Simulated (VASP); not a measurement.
Write the native input for VASP 6.6.1 that does the following.

* Task: single point
* Functional: PBEsol
* Potentials or basis: VASP PAW PBE potentials, release 64 (K_sv)
* Cutoff: 520 eV
* k mesh: 10 × 10 × 5
* Occupations: gaussian, width 0.025 eV
* Spin: no spin polarisation
* Dipole correction: no
* Further INCAR settings: ALGO = Normal; EDIFF = 1e-07; NBANDS = 16

The structure of K lies in POSCAR:

```
K
1.0
    3.9366040416      0.0000000000      0.0000000000
   -1.9683020208      3.4091991047      0.0000000000
    0.0000000000      0.0000000000      6.3772985475
K
2
Direct
    0.3333333333      0.6666666667      0.2500000000
    0.6666666667      0.3333333333      0.7500000000
```

This isn't the form of K at room conditions, which is bcc.

These files were run (other wordings do the same):

INCAR

```
PREC     = Accurate       # precision mode
ENCUT    = 520            # plane-wave cutoff, eV
EDIFF    = 1E-7           # SCF threshold, eV
ISMEAR   = 0              # smearing method
SIGMA    = 0.025          # smearing width, eV
LREAL    = False          # projectors in reciprocal space
LASPH    = True           # aspherical terms in the spheres
NELM     = 60             # most SCF steps
ALGO     = Normal         # electronic algorithm
ISIF     = 2              # what is computed and relaxed
LWAVE    = False          # write WAVECAR
LCHARG   = False          # write CHGCAR
GGA      = PS             # functional
NBANDS   = 16             # bands
```

KPOINTS

```
regular mesh
0
Gamma
  10 10 5
```

Potentials or basis: VASP PAW PBE potentials, release 64 (K_sv).

The run is started by

```sh
$ cat potpaw_PBE.64/K_sv/POTCAR > POTCAR
$ mpirun -np 1 vasp_std > vasp.out
```

Results of the run:

The pressure is 4.8 GPa. The band gap on the k mesh is zero (bands 9 and 10 overlap by 2.26 eV).

Caveat: the cell stands under pressure; the PAW data sets were made with another functional, which shifts forces and pressure a little.

It took 75 s on 1 thread of Intel(R) Xeon(R) Platinum 8488C (Sapphire Rapids), with other jobs on the host, peak memory 0.21 GiB.
